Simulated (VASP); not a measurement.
# TaH4 (Immm) in VASP: single point with PBE

Aim: the single point of TaH4 with PBE.

All numbers are computed with VASP 6.6.1; they aren't measurements. Logs are shortened: lines on timing, memory, paths and dates and some standing lists are left out, and cuts for length are marked.

## (1) The cell of the first run

Symmetry: Immm, No. 71, orthorhombic system. The conventional cell has a = 3.425 Å, b = 5.817 Å, c = 6.556 Å, α = 90.00°, β = 90.00°, γ = 90.00°. Within 2.5 Å of Ta (site symmetry mm2) lie 10 H at 1.86 to 1.99 Å. Within 2.5 Å of H (site symmetry m2m) lie 2 Ta at 1.86 Å and 9 H at 1.91 to 2.19 Å. Within 2.7 Å of H (site symmetry m) lie 11 H at 1.95 to 2.63 Å and 3 Ta at 1.96 to 1.99 Å. H (site symmetry 2mm) has 4 H at 1.66 to 2.12 Å and 2 Ta at 1.89 Å within 2.2 Å.

The cell was generated, and may not be a known phase.

## (2) Single point, PBE

INCAR

```
SYSTEM = TaH4
ALGO = Normal ; EDIFF = 1E-6
ENCUT = 520 ; GGA = PE
ISIF = 2 ; ISMEAR = 0
LASPH = .TRUE. ; LCHARG = .FALSE.
LREAL = .FALSE. ; LWAVE = .FALSE.
NBANDS = 26 ; NELM = 60
PREC = Accurate ; SIGMA = 0.1
```

KPOINTS

```
k-points
0
G
  10 10 10
  0 0 0
```

POSCAR

```
TaH4
1.0
   -1.7124251725      2.9086966363      3.2782426023
    1.7124251725     -2.9086966363      3.2782426023
    1.7124251725      2.9086966363     -3.2782426023
Ta H
2 8
Direct
    0.7556165348      0.7556165348      0.0000000000
    0.2443834652      0.2443834652      0.0000000000
    0.1639334915      0.0000000000      0.1639334915
    0.8360665085      0.0000000000      0.8360665085
    0.3685501991      0.7005319481      0.6680182510
    0.0325136971      0.7005319481      0.3319817490
    0.6314498009      0.2994680519      0.3319817490
    0.9674863029      0.2994680519      0.6680182510
    0.5000000000      0.2425136973      0.7425136973
    0.5000000000      0.7574863027      0.2574863027
```

Potentials or basis: VASP PAW PBE potentials, release 64 (Ta_pv, H).

Launch:

```sh
$ cat potpaw_PBE.64/Ta_pv/POTCAR potpaw_PBE.64/H/POTCAR > POTCAR
$ mpirun -np 1 vasp_std > vasp.out
```

OUTCAR:

```text
SYSTEM = TaH4
   EDIFF = 1E-6
   ENCUT = 520
   GGA = PE
   ISIF = 2
   ISMEAR = 0
   LASPH = .TRUE.
   LREAL = .FALSE.
   NELM = 60
   PREC = Accurate

 ion  position               nearest neighbor table
   1  0.756  0.756  0.000-   4 1.86   3 1.86  10 1.89   9 1.89   5 1.96   6 1.96   7 1.99   8 1.99
                             7 1.99   8 1.99   2 3.20   2 3.35   2 3.38   2 3.38   2 3.38   2 3.38
   2  0.244  0.244  0.000-   3 1.86   4 1.86  10 1.89   9 1.89   8 1.96   7 1.96   5 1.99   6 1.99
                             5 1.99   6 1.99   1 3.20   1 3.35   1 3.38   1 3.38   1 3.38   1 3.38
   3  0.164  0.000  0.164-   2 1.86   1 1.86
   4  0.836  0.000  0.836-   1 1.86   2 1.86
   5  0.369  0.701  0.668-   1 1.96   2 1.99   2 1.99
   6  0.033  0.701  0.332-   1 1.96   2 1.99   2 1.99
   7  0.631  0.299  0.332-   2 1.96   1 1.99   1 1.99
   8  0.967  0.299  0.668-   2 1.96   1 1.99   1 1.99
   9  0.500  0.243  0.743-   1 1.89   2 1.89
  10  0.500  0.757  0.257-   1 1.89   2 1.89

  LATTYP: Found a body centered orthorhombic cell.
 ALAT       =     3.4248503450
 B/A-ratio  =     1.6985832041
 C/A-ratio  =     1.9143858984

  Lattice vectors:

 A1 = (  -1.7124251725,   2.9086966363,   3.2782426023)
 A2 = (   1.7124251725,  -2.9086966363,   3.2782426023)
 A3 = (   1.7124251725,   2.9086966363,  -3.2782426023)

Analysis of symmetry for initial positions (statically):
=====================================================================
 Subroutine PRICEL returns:
 Original cell was already a primitive cell.

 Routine SETGRP: Setting up the symmetry group for a
 body centered orthorhombic supercell.

 Subroutine GETGRP returns: Found  8 space group operations
 (whereof  8 operations were pure point group operations)
 out of a pool of  8 trial point group operations.

The static configuration has the point symmetry D_2h.

Analysis of symmetry for dynamics (positions and initial velocities):
=====================================================================
 Subroutine PRICEL returns:
 Original cell was already a primitive cell.

 Routine SETGRP: Setting up the symmetry group for a
 body centered orthorhombic supercell.

 Subroutine GETGRP returns: Found  8 space group operations
 (whereof  8 operations were pure point group operations)
 out of a pool of  8 trial point group operations.

The dynamic configuration has the point symmetry D_2h.

 Subroutine INISYM returns: Found  8 space group operations
 (whereof  8 operations are pure point group operations),
[... 114 lines left out ...]
   EDIFFG = 0.1E-04   stopping-criterion for IOM
   NSW    =      0    number of steps for IOM
   IBRION =     -1    ionic relax: 0-MD 1-quasi-New 2-CG
   NFREE  =      0    steps in history (QN), initial steepest desc. (CG)
   ISIF   =      2    stress and relaxation
   ISYM   =      2    0-nonsym 1-usesym 2-fastsym
   POTIM  = 0.5000    time-step for ionic-motion
   TEBEG  =    0.0;   TEEND  =   0.0 temperature during run
   PSTRESS=    0.0 pullay stress
   NELECT =      30.0000    total number of electrons
   NUPDOWN=      -1.0000    fix difference up-down
   EMIN   =  10.00;   EMAX   =-10.00  energy-range for DOS
   EFERMI =   0.00;   METHOD = LEGACY
   ISMEAR =     0;   SIGMA  =   0.10  broadening in eV -4-tet -1-fermi 0-gaus
   EFERMI_NEDOS =   21; number of points for ismear=-14 and -15
   IALGO  =     38    algorithm
   IMIX   =      4    mixing-type and parameters
     AMIX     =   0.40;   BMIX     =  1.00
     AMIX_MAG =   1.60;   BMIX_MAG =  1.00
  volume/ion in A,a.u.               =       6.53        44.08
  Fermi-wavevector in a.u.,A,eV,Ry     =   1.263121  2.386952 21.707743  1.595474
  Thomas-Fermi vector in A             =   2.396494
   LORBIT       =      0    0 simple, 1 ext, 2 COOP (PROOUT), +10 PAW based schemes
   GGA     = PE    functional components
   LHFCALC =     F    Hartree Fock is set to
   AEXX    =    0.0000 exact exchange contribution
   IVDW    =     0    specifies the selected vdW correction
   LEPSILON=     F    determine dielectric tensor
   LRPA    =     F    only Hartree local field effects (RPA)
 non-spin polarized calculation
 Gauss-broadening in eV      SIGMA  =   0.10
  energy-cutoff  :      520.00
  volume of cell :       65.31
 maximum number of plane-waves:      1777
   NGX = 17   NGY = 17   NGZ = 17

 number of electron      29.9999999 magnetization

 Free energy of the ion-electron system (eV)
  ---------------------------------------------------
  ext. energy  EPLUGINS =         0.00000000
  ---------------------------------------------------
  free energy    TOTEN  =       -50.27111712 eV

  energy without entropy =      -50.25901817  energy(sigma->0) =      -50.26506765

 E-fermi :   4.0736     XC(G=0): -11.2525

 val. band max:        4.0691600510   @ k =   0.0000   0.5000   0.0000
 cond. band min:       4.0765939782   @ k =  -0.1000   0.5000   0.1000
 fundamental gap:      0.0074339272
 Fermi energy:         4.0736458853

 k-point     1 :       0.0000    0.0000    0.0000
  band No.  band energies     occupation
      1     -31.2387      2.00000
      2     -31.1008      2.00000
      3     -31.0188      2.00000
      4     -30.9934      2.00000
      5     -30.9802      2.00000
      6     -30.8515      2.00000
[... 685 lines left out ...]
     25      10.6371      0.00000
     26      13.3667      0.00000

 [... further k-points ...]
[... 5 lines left out ...]
  --------------------------------------------------------------------------------------
  -------------------------------------------------------------------------------------
  Total       -0.0134415     -0.0041062     -0.0080683     -0.0000000      0.0000000      0.0000000
  in kB       -0.3297208     -0.1007266     -0.1979162     -0.0000000      0.0000000      0.0000000
  external PRESSURE =      -0.2094545 kB  Pullay stress =       0.0000000 kB

 VOLUME and BASIS-vectors are now :
 -----------------------------------------------------------------------------
  energy-cutoff  :      520.00
  volume of cell :       65.31
      direct lattice vectors                 reciprocal lattice vectors
    -1.712425172  2.908696636  3.278242602     0.000000000  0.171898298  0.152520744
     1.712425172 -2.908696636  3.278242602     0.291983561  0.000000000  0.152520744
     1.712425172  2.908696636 -3.278242602     0.291983561  0.171898298  0.000000000

 POSITION                                       TOTAL-FORCE (eV/Angst)
 -----------------------------------------------------------------------------------
      0.00000      0.00000      4.95419        -0.000000      0.000000     -0.001064
      0.00000      0.00000      1.60230         0.000000     -0.000000      0.001064
      0.00000      0.95367      0.00000         0.000000      0.011423     -0.000000
      0.00000      4.86373      0.00000        -0.000000     -0.011423     -0.000000
      1.71243      0.97743      1.31478         0.000000      0.000900     -0.003561
      1.71243     -0.97743      1.31478        -0.000000     -0.000900     -0.003561
      0.00000      1.93127      1.96346        -0.000000     -0.000900      0.003561
      0.00000      3.88612      1.96346         0.000000      0.000900      0.003561
      0.83057      2.90870      0.00000        -0.012117      0.000000      0.000000
      0.88185      0.00000      3.27824         0.012117     -0.000000     -0.000000
 -----------------------------------------------------------------------------------
    total drift:                               -0.000000     -0.000000      0.000000

  FREE ENERGIE OF THE ION-ELECTRON SYSTEM (eV)
  ---------------------------------------------------
  free  energy   TOTEN  =       -50.2711171199 eV

  energy  without entropy=      -50.2590181717  energy(sigma->0) =      -50.26506765
```

It took 7.2 min on 1 thread of Intel Xeon Platinum 8259CL at 2.50GHz (Skylake/Cascade Lake), shared host; peak memory 0.37 GiB.

What came out:

* Free energy: -50.2711 eV
* Pressure: 0.0 GPa
* Largest force: 0.012 eV/Å
* Band gap on the k mesh: zero (bands 15 and 16 overlap by 1.18 eV)

Forces on the atoms (eV/Å):
```
Ta   0.000  0.000 -0.001
Ta   0.000  0.000  0.001
H    0.000  0.011  0.000
H    0.000 -0.011  0.000
H    0.000  0.001 -0.004
H    0.000 -0.001 -0.004
H    0.000 -0.001  0.004
H    0.000  0.001  0.004
H   -0.012  0.000  0.000
H    0.012  0.000  0.000
```

Caveat: spin-orbit coupling is left out, which moves the levels of the heavy elements.
